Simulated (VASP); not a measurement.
# Mg (P6_3/mmc) in VASP: a series of runs

Aim: see how the results for Mg move with the level of theory and the settings. Levels: LDA, PBE+D4, PBEsol+D4. Tasks: single point.

Everything below comes from runs of VASP 6.6.1. Logs are shortened: lines on timing, memory, paths and dates and some standing lists are left out, and cuts for length are marked.

## 1. The cell of the first run

It takes space group P6_3/mmc (No. 194, hexagonal). The conventional cell has a = 3.252 Å, b = 3.252 Å, c = 5.279 Å, α = 90.00°, β = 90.00°, γ = 120.00°. Within 4.3 Å of Mg (site symmetry -6m2) lie 12 Mg at 3.24 to 3.25 Å.

## 2. Single point, LDA

File INCAR:

```
PREC = Accurate
ENCUT = 520
EDIFF = 1E-6
ISMEAR = -1
SIGMA = 0.05
LREAL = False
LASPH = True
NELM = 80
ALGO = Normal
ISIF = 2
LWAVE = False
LCHARG = False
GGA = CA
NBANDS = 9
```

File KPOINTS:

```
Automatic mesh
0
Gamma
  10 10 5
```

File POSCAR:

```
Mg
1.0
    3.2515324747      0.0000000000      0.0000000000
   -1.6257662373      2.8159097243      0.0000000000
    0.0000000000      0.0000000000      5.2788644417
Mg
2
Direct
    0.6666666667      0.3333333333      0.7500000000
    0.3333333333      0.6666666667      0.2500000000
```

Potentials or basis: VASP PAW LDA potentials, release 64 (Mg).

Launch:

```console
$ cat potpaw_LDA.64/Mg/POTCAR > POTCAR
$ mpirun -np 1 vasp_std > vasp.out
```

OUTCAR:

```text
PREC = Accurate
   ENCUT = 520
   EDIFF = 1E-6
   ISMEAR = -1
   LREAL = False
   LASPH = True
   NELM = 80
   ISIF = 2
   GGA = CA

 ion  position               nearest neighbor table
   1  0.667  0.333  0.750-   2 3.24   2 3.24   2 3.24   2 3.24   2 3.24   2 3.24
   2  0.333  0.667  0.250-   1 3.24   1 3.24   1 3.24   1 3.24   1 3.24   1 3.24

  LATTYP: Found a hexagonal cell.
 ALAT       =     3.2515324747
 C/A-ratio  =     1.6235004518

  Lattice vectors:

 A1 = (   3.2515324747,   0.0000000000,   0.0000000000)
 A2 = (  -1.6257662373,   2.8159097243,   0.0000000000)
 A3 = (   0.0000000000,   0.0000000000,   5.2788644417)

Analysis of symmetry for initial positions (statically):
=====================================================================
 Subroutine PRICEL returns:
 Original cell was already a primitive cell.

 Routine SETGRP: Setting up the symmetry group for a
 hexagonal supercell.

 Subroutine GETGRP returns: Found 24 space group operations
 (whereof 12 operations were pure point group operations)
 out of a pool of 24 trial point group operations.

The static configuration has the point symmetry D_3d.
 The point group associated with its full space group is D_6h.

Analysis of symmetry for dynamics (positions and initial velocities):
=====================================================================
 Subroutine PRICEL returns:
 Original cell was already a primitive cell.

 Routine SETGRP: Setting up the symmetry group for a
 hexagonal supercell.

 Subroutine GETGRP returns: Found 24 space group operations
 (whereof 12 operations were pure point group operations)
 out of a pool of 24 trial point group operations.

The dynamic configuration has the point symmetry D_3d.
 The point group associated with its full space group is D_6h.

 Subroutine INISYM returns: Found 24 space group operations
 (whereof 12 operations are pure point group operations),
 and found     1 'primitive' translations

----------------------------------------------------------------------------------------

                                     Primitive cell

  volume of cell :      48.3334

  direct lattice vectors                    reciprocal lattice vectors
     3.251532475  0.000000000  0.000000000     0.307547290  0.177562510  0.000000000
    -1.625766237  2.815909724  0.000000000     0.000000000  0.355125021  0.000000000
     0.000000000  0.000000000  5.278864442     0.000000000  0.000000000  0.189434681

  length of vectors
     3.251532475  3.251532475  5.278864442     0.355125021  0.355125021  0.189434681

  position of ions in fractional coordinates (direct lattice)
     0.666666667  0.333333333  0.750000000
     0.333333333  0.666666667  0.250000000

  ion indices of the primitive-cell ions
   primitive index   ion index
                 1           1
                 2           2

----------------------------------------------------------------------------------------

 KPOINTS: Automatic mesh

Automatic generation of k-mesh.
 Grid dimensions read from file:
 generate k-points for:   10   10    5

 Generating k-lattice:

  Cartesian coordinates                     Fractional coordinates (reciprocal lattice)
     0.030754729  0.017756251  0.000000000     0.100000000  0.000000000  0.000000000
     0.000000000  0.035512502  0.000000000     0.000000000  0.100000000  0.000000000
     0.000000000  0.000000000  0.037886936     0.000000000  0.000000000  0.200000000

  Length of vectors
     0.035512502  0.035512502  0.037886936

  Shift w.r.t. Gamma in fractional coordinates (k-lattice)
     0.000000000  0.000000000  0.000000000

 Subroutine IBZKPT returns following result:
 ===========================================

 Found     42 irreducible k-points:

 Following reciprocal coordinates:
            Coordinates               Weight
  0.000000  0.000000  0.000000      1.000000
  0.100000  0.000000  0.000000      6.000000
  0.200000  0.000000  0.000000      6.000000
  0.300000  0.000000  0.000000      6.000000
  0.400000  0.000000  0.000000      6.000000
  0.500000 -0.000000  0.000000      3.000000
[... 16 lines left out ...]
  0.300000  0.100000  0.200000     24.000000
  0.400000  0.100000  0.200000     24.000000
 [... further k-points ...]
   k-points           NKPTS =     42   k-points in BZ     NKDIM =     42   number of bands    NBANDS=      9
   number of dos      NEDOS =    301   number of ions     NIONS =      2
   total plane-waves  NPLWV =  23040
   dimension x,y,z NGX =    24 NGY =   24 NGZ =   40
   dimension x,y,z NGXF=    48 NGYF=   48 NGZF=   80
   ions per type =               2
   NGX,Y,Z   is equivalent  to a cutoff of  12.27, 12.27, 12.60 a.u.
   NGXF,Y,Z  is equivalent  to a cutoff of  24.54, 24.54, 25.19 a.u.
 SYSTEM =  unknown system
   PREC   = accura    normal or accurate (medium, high low for compatibility)
   ISTART =      0    job   : 0-new  1-cont  2-samecut
   ICHARG =      2    charge: 1-file 2-atom 10-const
   ISPIN  =      1    spin polarized calculation?
   LNONCOLLINEAR =      F non collinear calculations
   LSORBIT =      F    spin-orbit coupling
   LASPH  =      T    aspherical Exc in radial PAW
   ENCUT  =  520.0 eV  38.22 Ry    6.18 a.u.   6.05  6.05  9.82*2*pi/ulx,y,z
   NELM   =     80;   NELMIN=  2; NELMDL= -5     # of ELM steps
   EDIFF  = 0.1E-05   stopping-criterion for ELM
   LREAL  =      F    real-space projection
   EDIFFG = 0.1E-04   stopping-criterion for IOM
   NSW    =      0    number of steps for IOM
   IBRION =     -1    ionic relax: 0-MD 1-quasi-New 2-CG
   NFREE  =      0    steps in history (QN), initial steepest desc. (CG)
   ISIF   =      2    stress and relaxation
   ISYM   =      2    0-nonsym 1-usesym 2-fastsym
   POTIM  = 0.5000    time-step for ionic-motion
   TEBEG  =    0.0;   TEEND  =   0.0 temperature during run
   PSTRESS=    0.0 pullay stress
   NELECT =       4.0000    total number of electrons
   NUPDOWN=      -1.0000    fix difference up-down
   EMIN   =  10.00;   EMAX   =-10.00  energy-range for DOS
   EFERMI =   0.00;   METHOD = LEGACY
   ISMEAR =    -1;   SIGMA  =   0.05  broadening in eV -4-tet -1-fermi 0-gaus
   EFERMI_NEDOS =   21; number of points for ismear=-14 and -15
   IALGO  =     38    algorithm
   IMIX   =      4    mixing-type and parameters
     AMIX     =   0.40;   BMIX     =  1.00
     AMIX_MAG =   1.60;   BMIX_MAG =  1.00
  volume/ion in A,a.u.               =      24.17       163.08
  Fermi-wavevector in a.u.,A,eV,Ry     =   0.713421  1.348170  6.924945  0.508969
  Thomas-Fermi vector in A             =   1.801054
   LORBIT       =      0    0 simple, 1 ext, 2 COOP (PROOUT), +10 PAW based schemes
   GGA     = CA    functional components
   LHFCALC =     F    Hartree Fock is set to
   AEXX    =    0.0000 exact exchange contribution
   IVDW    =     0    specifies the selected vdW correction
   LEPSILON=     F    determine dielectric tensor
   LRPA    =     F    only Hartree local field effects (RPA)
 non-spin polarized calculation
  energy-cutoff  :      520.00
  volume of cell :       48.33
 maximum number of plane-waves:      1320
   NGX = 13   NGY = 13   NGZ = 19

 number of electron       4.0000000 magnetization

 Free energy of the ion-electron system (eV)
  ---------------------------------------------------
  ext. energy  EPLUGINS =         0.00000000
  ---------------------------------------------------
  free energy    TOTEN  =        -3.54537676 eV

  energy without entropy =       -3.53343469  energy(sigma->0) =       -3.53940573

 E-fermi :   2.2371     XC(G=0):  -8.5153

 val. band max:        2.2141192893   @ k =   0.3000   0.0000   0.0000
 cond. band min:       2.2389449070   @ k =   0.3000   0.3000   0.0000
 fundamental gap:      0.0248256177
 Fermi energy:         2.2370856269

 k-point     1 :       0.0000    0.0000    0.0000
  band No.  band energies     occupation
      1      -4.4920      2.00000
      2       0.6465      2.00000
      3       0.9278      2.00000
      4      12.7491      0.00000
      5      12.7491      0.00000
      6      12.8141      0.00000
      7      12.8141      0.00000
      8      13.7409      0.00000
      9      15.1127      0.00000

 k-point     2 :       0.1000    0.0000    0.0000
  band No.  band energies     occupation
      1      -4.3022      2.00000
      2       0.8206      2.00000
      3       1.1138      2.00000
      4      10.0588      0.00000
      5      11.3303      0.00000
      6      12.1993      0.00000
      7      14.4928      0.00000
      8      14.5180      0.00000
      9      14.6494      0.00000

 k-point     3 :       0.2000    0.0000    0.0000
  band No.  band energies     occupation
      1      -3.7350      2.00000
      2       1.3430      2.00000
      3       1.6630      1.99998
      4       7.1819      0.00000
      5      10.2037      0.00000
      6      10.8176      0.00000
      7      11.8315      0.00000
      8      12.6575      0.00000
      9      14.8120      0.00000

 k-point     4 :       0.3000    0.0000    0.0000
  band No.  band energies     occupation
      1      -2.7967      2.00000
      2       2.2141      1.22571
      3       2.5157      0.00757
      4       4.6215      0.00000
      5       9.1917      0.00000
      6       9.2368      0.00000
      7       9.4016      0.00000
      8      11.0500      0.00000
      9      13.8701      0.00000
[... 205 lines left out ...]
 k-point    22 :       0.2000    0.1000    0.2000
  band No.  band energies     occupation
      1      -2.9576      2.00000
      2       0.1853      2.00000
      3       4.2127      0.00000
      4       6.1860      0.00000
      5       7.8146      0.00000
      6       9.2001      0.00000
      7      10.7986      0.00000
      8      12.7420      0.00000
      9      12.8769      0.00000

 k-point    23 :       0.3000    0.1000    0.2000
  band No.  band energies     occupation
      1      -1.8415      2.00000
      2       1.2505      2.00000
      3       3.5920      0.00000
      4       5.3573      0.00000
      5       6.4787      0.00000
      6       7.4891      0.00000
      7      10.0135      0.00000
      8      10.8496      0.00000
      9      12.5694      0.00000

 k-point    24 :       0.4000    0.1000    0.2000
  band No.  band energies     occupation
      1      -0.3749      2.00000
      2       1.3945      2.00000
      3       2.7757      0.00004
      4       4.4792      0.00000
      5       6.4076      0.00000
      6       7.2516      0.00000
      7       8.6611      0.00000
      8       9.9770      0.00000
      9      12.2780      0.00000

 [... further k-points ...]

------------------------ aborting loop because EDIFF is reached ----------------------------------------

  FORCE on cell =-STRESS in cart. coord.  units (eV):
  Direction    XX          YY          ZZ          XY          YZ          ZX
  --------------------------------------------------------------------------------------
  -------------------------------------------------------------------------------------
  Total       -1.2632916     -1.2632916     -0.8545266     -0.0000000      0.0000000      0.0000000
  in kB      -41.8761593    -41.8761593    -28.3262323     -0.0000000      0.0000000      0.0000000
  external PRESSURE =     -37.3595170 kB  Pullay stress =       0.0000000 kB

 VOLUME and BASIS-vectors are now :
 -----------------------------------------------------------------------------
  energy-cutoff  :      520.00
  volume of cell :       48.33
      direct lattice vectors                 reciprocal lattice vectors
     3.251532475  0.000000000  0.000000000     0.307547290  0.177562510  0.000000000
    -1.625766237  2.815909724  0.000000000     0.000000000  0.355125021  0.000000000
     0.000000000  0.000000000  5.278864442     0.000000000  0.000000000  0.189434681

 POSITION                                       TOTAL-FORCE (eV/Angst)
 -----------------------------------------------------------------------------------
      1.62577      0.93864      3.95915        -0.000000     -0.000000      0.000000
     -0.00000      1.87727      1.31972         0.000000      0.000000      0.000000
 -----------------------------------------------------------------------------------
    total drift:                                0.000000     -0.000000      0.000000

  FREE ENERGIE OF THE ION-ELECTRON SYSTEM (eV)
  ---------------------------------------------------
  free  energy   TOTEN  =        -3.5453767642 eV

  energy  without entropy=       -3.5334346942  energy(sigma->0) =       -3.53940573
```

Wall time 7.6 s (1 thread of Intel Xeon Platinum 8488C (Sapphire Rapids), shared host); peak memory 0.14 GiB.

Results:

```yaml
Free_energy: -3.5454 eV
Pressure: -3.7 GPa
Band_gap_on_the_k_mesh: zero (band 2 reaches 2.91 eV, above the bottom of band 3 at 0.93 eV)
```

Stress tensor (GPa, compression positive):
```
-4.19  0.00  0.00
 0.00 -4.19  0.00
 0.00  0.00 -2.83
```

## 3. Single point, PBE+D4

This run uses another cell than the first one, of 23.24 Å³/atom, 0.962 times its volume.

File INCAR:

```
SYSTEM = Mg
ALGO = Normal ; EDIFF = 1E-6
ENCUT = 520 ; GGA = PE
ISIF = 2 ; ISMEAR = -1
IVDW = 13 ; LASPH = .TRUE.
LCHARG = .FALSE. ; LREAL = .FALSE.
LWAVE = .FALSE. ; NBANDS = 9
NELM = 80 ; PREC = Accurate
SIGMA = 0.05
```

File KPOINTS:

```
k-points
0
G
  10 10 5
  0 0 0
```

File POSCAR:

```
Mg
1.0
    3.2093000000      0.0000000000      0.0000000000
   -1.6046500000      2.7793353284      0.0000000000
    0.0000000000      0.0000000000      5.2103000000
Mg
2
Direct
    0.6666666667      0.3333333333      0.7500000000
    0.3333333333      0.6666666667      0.2500000000
```

Potentials or basis: VASP PAW PBE potentials, release 64 (Mg).

Launch:

```console
$ cat potpaw_PBE.64/Mg/POTCAR > POTCAR
$ mpirun -np 1 vasp_std > vasp.out
```

Run time: 11 s. Hardware: 1 thread of Intel Xeon Platinum 8488C (Sapphire Rapids), shared host; peak memory 0.16 GiB.

It converged, with:

```yaml
Free_energy: -3.3269 eV
Pressure: 6.7 GPa
Band_gap_on_the_k_mesh: zero (band 2 reaches 3.23 eV, above the bottom of band 3 at 1.33 eV)
Dispersion_energy_per_atom: -0.160 eV
```

Stress tensor (GPa, compression positive):
```
6.41 0.00 0.00
0.00 6.41 0.00
0.00 0.00 7.40
```

Levels at points of the mesh, in eV from the Fermi level:
```csv
k point,band 1,band 2,band 3,band 4,band 5,band 6
"(0.00, 0.00, 0.00)",-6.91,-1.69,-1.27,10.84,10.84,10.93
"(0.50, 0.00, 0.00)",-2.15,-2.15,2.62,2.99,3.22,3.63
```

Caveat: pairwise dispersion overbinds metals, which lowers pressure and volume.

## 4. Single point, PBE+D4

This run uses another cell than the first one, of 23.70 Å³/atom, 0.981 times its volume.

File INCAR:

```
SYSTEM = Mg
ALGO = Normal ; EDIFF = 1E-6
ENCUT = 520 ; GGA = PE
ISIF = 2 ; ISMEAR = -1
IVDW = 13 ; LASPH = .True.
LCHARG = .False. ; LREAL = .False.
LWAVE = .False. ; NBANDS = 9
NELM = 60 ; PREC = Accurate
SIGMA = 0.05
```

File KPOINTS:

```
k-points
0
Gamma
  10 10 5
  0 0 0
```

File POSCAR:

```
Mg
1.0
    3.2305542618      0.0000000000      0.0000000000
   -1.6152771309      2.7977420591      0.0000000000
    0.0000000000      0.0000000000      5.2448063036
Mg
2
Direct
    0.6666666667      0.3333333333      0.7500000000
    0.3333333333      0.6666666667      0.2500000000
```

Launch:

```console
$ cat potpaw_PBE.64/Mg/POTCAR > POTCAR
$ mpirun -np 1 vasp_std > vasp.out
```

Wall time 9.3 s (1 thread of Intel Xeon Platinum 8488C (Sapphire Rapids), shared host); peak memory 0.16 GiB.

Results (log left out):

* Free energy: -3.3173 eV
* Pressure: -2.2 GPa
* Band gap on the k mesh: zero (band 2 reaches 3.14 eV, above the bottom of band 3 at 1.22 eV)
* Dispersion energy per atom: -0.158 eV

Stress tensor (GPa, compression positive):
```
-2.55  0.00  0.00
 0.00 -2.55  0.00
 0.00  0.00 -1.35
```

Levels at points of the mesh, in eV from the Fermi level:
| k point | band 1 | band 2 | band 3 | band 4 | band 5 | band 6 |
| --- | --- | --- | --- | --- | --- | --- |
| (0.00, 0.00, 0.00) | -6.82 | -1.66 | -1.27 | 10.73 | 10.73 | 10.78 |
| (0.50, 0.00, 0.00) | -2.13 | -2.11 | 2.59 | 2.98 | 3.16 | 3.58 |

Caveat: pairwise dispersion overbinds metals, which lowers pressure and volume.

## 5. Single point, PBE+D4

File INCAR:

```
SYSTEM = Mg
ALGO = Normal ; EDIFF = 1E-6
ENCUT = 520 ; GGA = PE
ISIF = 2 ; ISMEAR = -1
IVDW = 13 ; LASPH = .TRUE.
LCHARG = .TRUE. ; LELF = .TRUE.
LREAL = .FALSE. ; LVHAR = .TRUE.
LWAVE = .FALSE. ; NBANDS = 9
NELM = 60 ; PREC = Accurate
SIGMA = 0.05
```

File KPOINTS:

```
k-points
0
G
  10 10 5
  0 0 0
```

File POSCAR:

```
Mg
1.0
    3.2515324747      0.0000000000      0.0000000000
   -1.6257662373      2.8159097243      0.0000000000
    0.0000000000      0.0000000000      5.2788644417
Mg
2
Direct
    0.6666666667      0.3333333333      0.7500000000
    0.3333333333      0.6666666667      0.2500000000
```

Launch:

```console
$ cat potpaw_PBE.64/Mg/POTCAR > POTCAR
$ mpirun -np 1 vasp_std > vasp.out
```

Run time: 11 s. Hardware: 1 thread of Intel Xeon Platinum 8488C (Sapphire Rapids), shared host; peak memory 0.16 GiB.

The run converged. Its results:

```yaml
Free_energy: -3.3032 eV
Pressure: -2.7 GPa
Band_gap_on_the_k_mesh: zero (band 2 reaches 3.05 eV, above the bottom of band 3 at 1.13 eV)
Dispersion_energy_per_atom: -0.155 eV
```

Stress tensor (GPa, compression positive):
```
-3.10  0.00  0.00
 0.00 -3.10  0.00
 0.00  0.00 -1.88
```

Levels at points of the mesh, in eV from the Fermi level:
| k point | band 1 | band 2 | band 3 | band 4 | band 5 | band 6 |
| --- | --- | --- | --- | --- | --- | --- |
| (0.00, 0.00, 0.00) | -6.74 | -1.62 | -1.27 | 10.62 | 10.62 | 10.63 |
| (0.50, 0.00, 0.00) | -2.12 | -2.08 | 2.56 | 2.98 | 3.11 | 3.52 |

Caveat: pairwise dispersion overbinds metals, which lowers pressure and volume.

## 6. Single point, PBEsol+D4

This run uses another cell than the first one, of 23.70 Å³/atom, 0.981 times its volume.

File INCAR:

```
PREC = Accurate
ENCUT = 520
EDIFF = 1E-7
ISMEAR = -1
SIGMA = 0.05
LREAL = False
LASPH = True
NELM = 100
ALGO = Normal
ISIF = 2
LWAVE = False
LCHARG = False
GGA = PS
IVDW = 13
NBANDS = 9
```

File KPOINTS:

```
Automatic mesh
0
Gamma
  10 10 5
```

File POSCAR:

```
Mg
1.0
    3.2305542618      0.0000000000      0.0000000000
   -1.6152771309      2.7977420591      0.0000000000
    0.0000000000      0.0000000000      5.2448063036
Mg
2
Direct
    0.6666666667      0.3333333333      0.7500000000
    0.3333333333      0.6666666667      0.2500000000
```

Potentials or basis: VASP PAW PBE potentials, release 64 (Mg).

Launch:

```console
$ cat potpaw_PBE.64/Mg/POTCAR > POTCAR
$ mpirun -np 1 vasp_std > vasp.out
```

It took 11 s on 1 thread of Intel Xeon Platinum 8488C (Sapphire Rapids), shared host; peak memory 0.16 GiB.

Results (log left out):

- Free energy: -3.6103 eV
- Pressure: -2.3 GPa
- Band gap on the k mesh: zero (band 2 reaches 3.09 eV, above the bottom of band 3 at 1.19 eV)
- Dispersion energy per atom: -0.091 eV

Stress tensor (GPa, compression positive):
```
-2.74  0.00  0.00
 0.00 -2.74  0.00
 0.00  0.00 -1.55
```

Levels at points of the mesh, in eV from the Fermi level:
```tsv
k point	band 1	band 2	band 3	band 4	band 5	band 6
(0.00, 0.00, 0.00)	-6.82	-1.66	-1.27	10.72	10.72	10.77
(0.50, 0.00, 0.00)	-2.13	-2.12	2.59	2.98	3.16	3.58
```

Caveat: the PAW data sets were made with another functional, which shifts forces and pressure a little; pairwise dispersion overbinds metals, which lowers pressure and volume.

## 7. Overview

| level | potentials or basis | cell | gap on the mesh (eV) | pressure (GPa) |
| --- | --- | --- | --- | --- |
| LDA | VASP PAW LDA potentials, release 64 (Mg) | a = 3.252, b = 3.252, c = 5.279 Å, angles 90.0, 90.0, 120.0°, 2 atoms | none | -3.7 |
| PBE+D4 | VASP PAW PBE potentials, release 64 (Mg) | a = 3.209, b = 3.209, c = 5.210 Å, angles 90.0, 90.0, 120.0°, 2 atoms | none | 6.7 |
| PBE+D4 | VASP PAW PBE potentials, release 64 (Mg) | a = 3.231, b = 3.231, c = 5.245 Å, angles 90.0, 90.0, 120.0°, 2 atoms | none | -2.2 |
| PBE+D4 | VASP PAW PBE potentials, release 64 (Mg) | a = 3.252, b = 3.252, c = 5.279 Å, angles 90.0, 90.0, 120.0°, 2 atoms | none | -2.7 |
| PBEsol+D4 | VASP PAW PBE potentials, release 64 (Mg) | a = 3.231, b = 3.231, c = 5.245 Å, angles 90.0, 90.0, 120.0°, 2 atoms | none | -2.3 |

Alike in all rows: task single point; no spin polarisation; k mesh 10 × 10 × 5; cutoff (eV) 520; smearing fermi-dirac 0.05 eV.

Caveats: pairwise dispersion overbinds metals, which lowers pressure and volume (some runs); the PAW data sets were made with another functional, which shifts forces and pressure a little (some runs).

Total energies depend on the potentials used, so only differences within one code and one set of settings carry meaning.
